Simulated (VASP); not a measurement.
# Li33F32 (a cell with a defect) in VASP: relaxation of the atoms with PBEsol

Aim: the relaxation of the atoms of Li33F32 (a cell with a defect) with PBEsol.

All numbers are computed with VASP 6.6.1; they aren't measurements. Logs are shortened: lines on timing, memory, paths and dates and some standing lists are left out, and cuts for length are marked.

### Step 1. The cell of the first run

The cell holds a defect, 65 atoms: a = 8.015 Å, b = 8.015 Å, c = 8.015 Å, α = 90.00°, β = 90.00°, γ = 90.00°.

### Step 2. Relaxation of the atoms, PBEsol

INCAR

```
SYSTEM = Li33F32
ALGO = Normal ; EDIFF = 1E-7
EDIFFG = -0.03 ; ENCUT = 650
GGA = PS ; GGA_COMPAT = .FALSE.
IBRION = 2 ; ISIF = 2
ISMEAR = -1 ; ISYM = 0
LASPH = .TRUE. ; LCHARG = .FALSE.
LREAL = Auto ; LWAVE = .FALSE.
NCORE = 4 ; NELECT = 322.0
NELM = 120 ; NELMIN = 4
NSW = 100 ; PREC = Accurate
SIGMA = 0.05
```

KPOINTS

```
Automatic mesh
0
Gamma
  1 1 1
  0.25 0.25 0.25
```

POSCAR

```
Li33F32
1.0
    8.0151850000      0.0000000000      0.0000000000
    0.0000000000      8.0151850000      0.0000000000
    0.0000000000      0.0000000000      8.0151850000
F Li
32 33
Direct
    0.2493020000      0.0023700000      0.0026900000
    0.2482410000      0.0033850000      0.5011180000
    0.2533950000      0.4985420000      0.9958800000
    0.2504590000      0.5016910000      0.4999400000
    0.7525050000      0.9987000000      0.9966720000
    0.7488290000      0.0002900000      0.4975420000
    0.7509620000      0.5007830000      0.0013600000
    0.7502180000      0.4985310000      0.5007810000
    0.9999690000      0.2479660000      0.0023220000
    0.9989460000      0.2510520000      0.4980840000
    0.9996760000      0.7514500000      0.9981830000
    0.9936230000      0.7484830000      0.4968270000
    0.4970610000      0.2483280000      0.0044110000
    0.5052690000      0.2503550000      0.5028330000
    0.5004170000      0.7520380000      0.0041910000
    0.5025560000      0.7496300000      0.4997620000
    0.9977180000      0.9990550000      0.2493710000
    0.9977860000      0.0056140000      0.7513830000
    0.9986130000      0.4991810000      0.2507800000
    0.0002240000      0.4985500000      0.7488530000
    0.5015470000      0.9980200000      0.2497220000
    0.5003140000      0.0015440000      0.7508630000
    0.5009770000      0.4969120000      0.2495260000
    0.5021970000      0.5001700000      0.7527480000
    0.2521640000      0.2459010000      0.2507600000
    0.2483720000      0.2474310000      0.7545360000
    0.2511490000      0.7494180000      0.2506710000
    0.2508800000      0.7546980000      0.7507630000
    0.7457250000      0.2476950000      0.2486640000
    0.7518780000      0.2517620000      0.7496660000
    0.7454220000      0.7498410000      0.2481620000
    0.7465760000      0.7559790000      0.7564780000
    0.9983890000      0.9984690000      0.0070250000
    0.9998780000      0.0048510000      0.4965620000
    0.0028590000      0.5028130000      0.9984980000
    0.9962390000      0.4987150000      0.4982930000
    0.5008600000      0.0013280000      0.9981380000
    0.4985350000      0.0040300000      0.5029680000
    0.4967200000      0.5002360000      0.9964270000
    0.5008870000      0.4952550000      0.4993550000
    0.2491990000      0.2505260000      0.9970020000
    0.2524050000      0.2546780000      0.4999830000
    0.2506250000      0.7453490000      0.9988630000
    0.2476550000      0.7464500000      0.5047820000
    0.7529560000      0.2515020000      0.0005810000
    0.7473830000      0.2506270000      0.5008950000
    0.7462100000      0.7529850000      0.9995320000
    0.7503110000      0.7526530000      0.4982570000
    0.2513120000      0.0024040000      0.2469160000
    0.2468150000      0.0019600000      0.7471430000
    0.2526080000      0.5009390000      0.2440460000
    0.2486350000      0.5016300000      0.7537200000
    0.7491390000      0.9981100000      0.2528220000
    0.7491070000      0.0027660000      0.7489630000
    0.7532010000      0.4952000000      0.2492040000
    0.7492070000      0.4998090000      0.7501640000
    0.9987350000      0.2508040000      0.2505820000
    0.0059130000      0.2456290000      0.7492500000
    0.9974090000      0.7507540000      0.2475460000
    0.9993010000      0.7471130000      0.7474960000
    0.4979440000      0.2554260000      0.2459380000
    0.4984010000      0.2501700000      0.7521250000
    0.5045950000      0.7505980000      0.2571380000
    0.5026290000      0.7517960000      0.7412480000
    0.1259430000      0.3764140000      0.3751390000
```

Potentials or basis: VASP PAW PBE potentials, release 64 (F, Li_sv).

Launch:

```console
$ cat potpaw_PBE.64/F/POTCAR potpaw_PBE.64/Li_sv/POTCAR > POTCAR
$ mpirun -np 4 vasp_std > vasp.out
```

OUTCAR:

```text
SYSTEM = Li33F32
   EDIFF = 1E-7
   EDIFFG = -0.03
   ENCUT = 650
   GGA = PS
   IBRION = 2
   ISIF = 2
   ISMEAR = -1
   ISYM = 0
   LASPH = .TRUE.
   LREAL = Auto
   NELECT = 322.0
   NELM = 120
   NELMIN = 4
   NSW = 100
   PREC = Accurate

 ion  position               nearest neighbor table
   1  0.249  0.002  0.003-  49 1.96  41 1.99  33 2.01  37 2.02  50 2.05  43 2.06
   2  0.248  0.003  0.501-  50 1.97  34 1.99  38 2.01  42 2.01  49 2.04  44 2.06
   3  0.253  0.499  0.996-  52 1.94  39 1.95  43 1.98  41 1.99  51 1.99  35 2.01
   4  0.250  0.502  0.500-  65 1.73  44 1.96  42 1.98  40 2.01  52 2.03  36 2.04  51 2.05
   5  0.753  0.999  0.997-  47 1.97  33 1.97  54 1.99  37 2.02  45 2.03  53 2.05
   6  0.749  0.000  0.498-  53 1.96  48 1.98  46 2.01  38 2.01  34 2.01  54 2.02
   7  0.751  0.501  0.001-  55 1.99  45 2.00  56 2.01  35 2.02  47 2.02  39 2.04
   8  0.750  0.499  0.501-  36 1.97  46 1.99  40 2.00  56 2.00  55 2.02  48 2.04
   9  1.000  0.248  0.002-  45 1.98  57 1.99  41 2.00  33 2.00  58 2.03  35 2.04
  10  0.999  0.251  0.498-  65 1.74  34 1.97  57 1.98  36 1.99  58 2.01  46 2.02  42 2.03
  11  1.000  0.751  0.998-  33 1.98  35 1.99  59 2.00  60 2.01  43 2.01  47 2.03
  12  0.994  0.748  0.497-  48 1.95  59 2.00  36 2.00  60 2.01  44 2.04  34 2.06
  13  0.497  0.248  0.004-  61 1.94  37 1.98  41 1.99  39 2.02  62 2.02  45 2.05
  14  0.505  0.250  0.503-  46 1.94  40 1.96  38 1.98  62 2.00  42 2.03  61 2.06
  15  0.500  0.752  0.004-  47 1.97  37 2.00  43 2.00  39 2.02  63 2.03  64 2.11
  16  0.503  0.750  0.500-  64 1.94  63 1.94  48 1.99  40 2.04  38 2.04  44 2.04
  17  0.998  0.999  0.249-  33 1.94  34 1.98  59 1.99  53 1.99  57 2.02  49 2.03
[... 32 lines left out ...]
  50  0.247  0.002  0.747-  26 1.97   2 1.97  28 1.98  18 2.00  22 2.03   1 2.05
  51  0.253  0.501  0.244-  65 1.77   3 1.99  23 1.99  27 1.99  19 2.04  25 2.04   4 2.05
  52  0.249  0.502  0.754-   3 1.94  20 1.99  28 2.03  24 2.03   4 2.03  26 2.04
  53  0.749  0.998  0.253-   6 1.96  21 1.98  31 1.99  17 1.99  29 2.00   5 2.05
  54  0.749  0.003  0.749-  32 1.98   5 1.99  18 1.99  22 1.99  30 2.00   6 2.02
  55  0.753  0.495  0.249-  19 1.97  29 1.98   7 1.99   8 2.02  23 2.02  31 2.04
  56  0.749  0.500  0.750-  24 1.98  30 1.99   8 2.00  20 2.01   7 2.01  32 2.05
  57  0.999  0.251  0.251-  65 1.75  10 1.98   9 1.99  19 1.99  17 2.02  29 2.03  25 2.03
  58  0.006  0.246  0.749-  18 1.92  26 1.94  10 2.01  20 2.03   9 2.03  30 2.04
  59  0.997  0.751  0.248-  17 1.99  12 2.00  11 2.00  19 2.02  31 2.02  27 2.03
  60  0.999  0.747  0.747-  20 1.99  11 2.01  12 2.01  28 2.02  32 2.03  18 2.07
  61  0.498  0.255  0.246-  23 1.94  13 1.94  25 1.97  29 1.99  14 2.06  21 2.06
  62  0.498  0.250  0.752-  22 1.99  14 2.00  24 2.00  26 2.00  13 2.02  30 2.03
  63  0.505  0.751  0.257-  31 1.93  16 1.94  21 1.98  15 2.03  27 2.03  23 2.03
  64  0.503  0.752  0.741-  16 1.94  32 1.96  22 2.00  24 2.02  28 2.02  15 2.11
  65  0.126  0.376  0.375-  42 1.73  19 1.73   4 1.73  36 1.74  10 1.74  57 1.75  25 1.76  51 1.77

IMPORTANT INFORMATION: All symmetrisations will be switched off!
NOSYMM: (Re-)initialisation of all symmetry stuff for point group C_1.

----------------------------------------------------------------------------------------

                                     Primitive cell

  volume of cell :     514.9211

  direct lattice vectors                    reciprocal lattice vectors
     8.015185000  0.000000000  0.000000000     0.124763184  0.000000000  0.000000000
     0.000000000  8.015185000  0.000000000     0.000000000  0.124763184  0.000000000
     0.000000000  0.000000000  8.015185000     0.000000000  0.000000000  0.124763184

  length of vectors
     8.015185000  8.015185000  8.015185000     0.124763184  0.124763184  0.124763184

  position of ions in fractional coordinates (direct lattice)
     0.249302000  0.002370000  0.002690000
     0.248241000  0.003385000  0.501118000
     0.253395000  0.498542000  0.995880000
     0.250459000  0.501691000  0.499940000
     0.752505000  0.998700000  0.996672000
     0.748829000  0.000290000  0.497542000
[... 57 lines left out ...]
     0.502629000  0.751796000  0.741248000
     0.125943000  0.376414000  0.375139000

  ion indices of the primitive-cell ions
   primitive index   ion index
                 1           1
                 2           2
                 3           3
                 4           4
                 5           5
                 6           6
[... 96 lines left out ...]
   dimension x,y,z NGXF=   140 NGYF=  140 NGZF=  140
   ions per type =              32  33
   NGX,Y,Z   is equivalent  to a cutoff of  14.52, 14.52, 14.52 a.u.
   NGXF,Y,Z  is equivalent  to a cutoff of  29.04, 29.04, 29.04 a.u.
 SYSTEM =  Li33F32
   PREC   = accura    normal or accurate (medium, high low for compatibility)
   ISTART =      0    job   : 0-new  1-cont  2-samecut
   ICHARG =      2    charge: 1-file 2-atom 10-const
   ISPIN  =      1    spin polarized calculation?
   LNONCOLLINEAR =      F non collinear calculations
   LSORBIT =      F    spin-orbit coupling
   LASPH  =      T    aspherical Exc in radial PAW
   ENCUT  =  650.0 eV  47.77 Ry    6.91 a.u.  16.66 16.66 16.66*2*pi/ulx,y,z
   NELM   =    120;   NELMIN=  4; NELMDL= -5     # of ELM steps
   EDIFF  = 0.1E-06   stopping-criterion for ELM
   LREAL  =      T    real-space projection
   EDIFFG = -.3E-01   stopping-criterion for IOM
   NSW    =    100    number of steps for IOM
   IBRION =      2    ionic relax: 0-MD 1-quasi-New 2-CG
   NFREE  =      1    steps in history (QN), initial steepest desc. (CG)
   ISIF   =      2    stress and relaxation
   ISYM   =      0    0-nonsym 1-usesym 2-fastsym
   POTIM  = 0.5000    time-step for ionic-motion
   TEBEG  =    0.0;   TEEND  =   0.0 temperature during run
   PSTRESS=    0.0 pullay stress
   NELECT =     322.0000    total number of electrons
   NUPDOWN=      -1.0000    fix difference up-down
   EMIN   =  10.00;   EMAX   =-10.00  energy-range for DOS
   EFERMI =   0.00;   METHOD = LEGACY
   ISMEAR =    -1;   SIGMA  =   0.05  broadening in eV -4-tet -1-fermi 0-gaus
   EFERMI_NEDOS =   21; number of points for ismear=-14 and -15
   IALGO  =     38    algorithm
   IMIX   =      4    mixing-type and parameters
     AMIX     =   0.40;   BMIX     =  1.00
     AMIX_MAG =   1.60;   BMIX_MAG =  1.00
  volume/ion in A,a.u.               =       7.92        53.46
  Fermi-wavevector in a.u.,A,eV,Ry     =   1.399952  2.645526 26.665602  1.959866
  Thomas-Fermi vector in A             =   2.522961
   LORBIT       =      0    0 simple, 1 ext, 2 COOP (PROOUT), +10 PAW based schemes
   GGA     = PS    functional components
   LHFCALC =     F    Hartree Fock is set to
   AEXX    =    0.0000 exact exchange contribution
   IVDW    =     0    specifies the selected vdW correction
   LEPSILON=     F    determine dielectric tensor
   LRPA    =     F    only Hartree local field effects (RPA)
 conjugate gradient relaxation of ions
 non-spin polarized calculation
  energy-cutoff  :      650.00
  volume of cell :      514.92
 maximum number of plane-waves:     19339
 NGX is ok and might be reduce to    70
   NGX = 33   NGY = 33   NGZ = 33

--------------------------------------- Ionic step        1  -------------------------------------------

 number of electron     321.9999994 magnetization

 Free energy of the ion-electron system (eV)
  ---------------------------------------------------
  ext. energy  EPLUGINS =         0.00000000
  ---------------------------------------------------
  free energy    TOTEN  =      -318.22124102 eV

  energy without entropy =     -318.22124102  energy(sigma->0) =     -318.22124102

------------------------ aborting loop because EDIFF is reached ----------------------------------------

  FORCE on cell =-STRESS in cart. coord.  units (eV):
  Direction    XX          YY          ZZ          XY          YZ          ZX
  --------------------------------------------------------------------------------------
  -------------------------------------------------------------------------------------
  Total       -3.3468893     -3.6634452     -3.1984222     -0.0476830     -0.1888320      0.1906302
  in kB      -10.4138490    -11.3988131     -9.9518936     -0.1483657     -0.5875510      0.5931459
  external PRESSURE =     -10.5881852 kB  Pullay stress =       0.0000000 kB
[... 278 lines left out ...]
  FREE ENERGIE OF THE ION-ELECTRON SYSTEM (eV)
  ---------------------------------------------------
  free  energy   TOTEN  =      -320.3075398533 eV

  energy  without entropy=     -320.3075398533  energy(sigma->0) =     -320.30753985

[... ionic steps 4 to 8 ...]

--------------------------------------- Ionic step        9  -------------------------------------------

 number of electron     321.9999969 magnetization

------------------------ aborting loop because EDIFF is reached ----------------------------------------
[... 193 lines left out ...]
--------------------------------------- Ionic step       11  -------------------------------------------

 number of electron     321.9999988 magnetization

 Free energy of the ion-electron system (eV)
  ---------------------------------------------------
  ext. energy  EPLUGINS =         0.00000000
  ---------------------------------------------------
  free energy    TOTEN  =      -320.72424790 eV

  energy without entropy =     -320.72424790  energy(sigma->0) =     -320.72424790

 E-fermi :   0.3841     XC(G=0): -10.2950

 val. band max:       -0.9601848403   @ k =  -0.2500   0.2500   0.2500
 cond. band min:       8.4770580033   @ k =  -0.2500   0.2500   0.2500
 fundamental gap:      9.4372428436
 Fermi energy:         0.3841446943

 k-point     1 :       0.2500    0.2500    0.2500
  band No.  band energies     occupation
      1     -41.6651      2.00000
      2     -41.4401      2.00000
      3     -41.4360      2.00000
      4     -41.4309      2.00000
      5     -41.3815      2.00000
      6     -40.9616      2.00000
[... 693 lines left out ...]
    172      10.4009      0.00000
    173      11.0691      0.00000
 [bands above 173 left out]

------------------------ aborting loop because EDIFF is reached ----------------------------------------

  FORCE on cell =-STRESS in cart. coord.  units (eV):
  Direction    XX          YY          ZZ          XY          YZ          ZX
  --------------------------------------------------------------------------------------
  -------------------------------------------------------------------------------------
  Total       -2.4193088     -2.6531135     -2.5296311      0.0038742     -0.0157743     -0.0086079
  in kB       -7.5276814     -8.2551652     -7.8709494      0.0120544     -0.0490817     -0.0267835
  external PRESSURE =      -7.8845986 kB  Pullay stress =       0.0000000 kB
[... 80 lines left out ...]
  FREE ENERGIE OF THE ION-ELECTRON SYSTEM (eV)
  ---------------------------------------------------
  free  energy   TOTEN  =      -320.7242479026 eV

  energy  without entropy=     -320.7242479026  energy(sigma->0) =     -320.72424790

 reached required accuracy - stopping structural energy minimisation
```

It took 26 min on 4 MPI ranks of Intel Xeon 6975P-C (Granite Rapids), shared host; peak memory 0.33 GiB.

Results:

```
Free energy                  : -320.7242 eV
Energy gained by relaxing    : 38.5 meV/atom
Ionic steps                  : 11
Largest force after relaxing : 0.028 eV/Å
```

Forces on the atoms (eV/Å):
```
F   -0.005 -0.005 -0.005
F   -0.001 -0.008 -0.001
F   -0.005 -0.002  0.021
F   -0.006  0.006  0.000
F   -0.007 -0.002 -0.003
F   -0.003 -0.006 -0.007
F   -0.005 -0.007 -0.001
F    0.002  0.000 -0.003
F    0.000  0.010 -0.017
F    0.005 -0.002  0.009
F    0.010  0.006  0.001
F    0.004 -0.001  0.007
F    0.008  0.003 -0.011
F   -0.009 -0.001 -0.006
F    0.007  0.005 -0.009
F    0.006 -0.001 -0.003
F   -0.002  0.009 -0.003
F    0.005 -0.013  0.003
F   -0.006  0.007 -0.002
F    0.005  0.000 -0.014
F    0.011  0.000  0.002
F    0.009 -0.005  0.005
F   -0.003 -0.003  0.008
F   -0.001 -0.009  0.005
F    0.006 -0.007 -0.012
F    0.004  0.005 -0.010
F   -0.005  0.014 -0.005
F   -0.007  0.002  0.006
F    0.009 -0.003  0.005
F   -0.013  0.003  0.005
F    0.001  0.010  0.001
F   -0.004  0.009  0.000
Li  -0.001  0.008 -0.005
Li   0.001 -0.003  0.010
Li  -0.005 -0.003  0.003
Li   0.015  0.005  0.005
Li  -0.010  0.005  0.010
Li  -0.003 -0.001  0.001
Li  -0.002  0.006  0.008
Li   0.000  0.005 -0.006
Li   0.002  0.001 -0.002
Li   0.000 -0.007  0.004
Li   0.003 -0.004  0.011
Li   0.005  0.005 -0.003
Li  -0.007  0.001 -0.002
Li   0.004  0.003 -0.005
Li   0.010 -0.012  0.004
Li   0.004 -0.010  0.010
Li  -0.002  0.001 -0.005
Li   0.007  0.005  0.002
Li  -0.002 -0.001  0.002
Li  -0.004 -0.009  0.000
Li   0.011 -0.001 -0.006
Li   0.008 -0.001 -0.007
Li  -0.001  0.007  0.005
Li   0.001  0.009 -0.002
Li  -0.004 -0.003  0.008
Li  -0.006 -0.005  0.000
Li   0.006  0.007  0.005
Li  -0.004 -0.006 -0.004
Li  -0.003  0.005  0.009
Li  -0.001 -0.006 -0.014
Li  -0.005  0.003 -0.019
Li  -0.006 -0.015  0.000
Li  -0.019  0.003  0.020
```

The path:
```csv
step,energy change (eV),largest force (eV/Å),pressure (GPa)
1,0.0000,3.2024,-1.06
2,-1.7526,1.4710,-0.95
3,-2.0863,0.9481,-0.62
4,-2.2995,0.3200,-0.81
5,-2.4056,0.5137,-0.92
6,-2.4711,0.2229,-0.87
7,-2.4878,0.1841,-0.81
8,-2.4978,0.0597,-0.78
9,-2.4985,0.1115,-0.78
10,-2.5025,0.0392,-0.78
11,-2.5030,0.0281,-0.79
```

Final structure:
```
F Li
1.0
     8.01519    0.00000    0.00000
     0.00000    8.01519    0.00000
     0.00000    0.00000    8.01519
F Li
32 33
Direct
  0.24920 0.00064 0.00053
  0.25076 0.99748 0.50127
  0.25122 0.50179 0.99587
  0.25085 0.50015 0.50059
  0.75009 0.00045 0.00034
  0.75025 0.00090 0.49954
  0.75044 0.49994 0.00020
  0.74595 0.50144 0.50115
  0.99870 0.24880 0.99733
  0.99953 0.25113 0.49924
  0.00008 0.74989 0.00013
  0.99833 0.75317 0.50095
  0.49956 0.25088 0.00052
  0.50348 0.24906 0.50166
  0.49944 0.75008 0.00032
  0.49929 0.75021 0.49961
  0.99857 0.99670 0.24898
  0.00016 0.00109 0.74938
  0.99974 0.50031 0.24964
  0.99838 0.50158 0.75324
  0.49916 0.00048 0.25076
  0.49941 0.00083 0.74980
  0.50342 0.50157 0.24840
  0.49973 0.50008 0.74965
  0.25059 0.25059 0.24988
  0.25086 0.24906 0.75357
  0.25105 0.75304 0.24900
  0.24909 0.75022 0.74921
  0.74631 0.24897 0.24861
  0.75075 0.25104 0.74967
  0.75004 0.74962 0.25076
  0.75004 0.75024 0.74946
  0.99925 0.99481 0.99521
  0.99827 0.99802 0.50088
  0.99868 0.50192 0.99728
  0.97047 0.52773 0.52786
  0.50044 0.99959 0.99937
  0.50489 0.99544 0.50082
  0.50542 0.50088 0.99431
  0.50234 0.50155 0.50176
  0.25100 0.24885 0.99779
  0.27840 0.22260 0.52851
  0.25039 0.75571 0.99426
  0.25073 0.75222 0.50131
  0.74539 0.24964 0.99493
  0.74746 0.24897 0.50160
  0.74893 0.75106 0.99935
  0.74468 0.75570 0.50029
  0.25122 0.99767 0.24906
  0.24988 0.99513 0.75490
  0.27888 0.52860 0.22070
  0.25132 0.50227 0.75198
  0.74416 0.99502 0.24965
  0.74933 0.00013 0.75062
  0.74754 0.50128 0.24827
  0.74485 0.50090 0.75513
  0.97153 0.22209 0.22234
  0.99891 0.24926 0.75227
  0.99813 0.75196 0.24845
  0.99891 0.75559 0.75470
  0.50237 0.24883 0.24841
  0.50522 0.25001 0.75586
  0.50513 0.75508 0.25028
  0.50056 0.75137 0.75021
  0.12583 0.37607 0.37452
```

Caveat: the k points lie up to 0.78 Å⁻¹ apart; the cell carries a net charge on a neutralising background, which shifts energy and pressure; the cell is charged against a uniform background, so pressure and absolute levels hang on convention; the PAW data sets were made with another functional, which shifts forces and pressure a little.
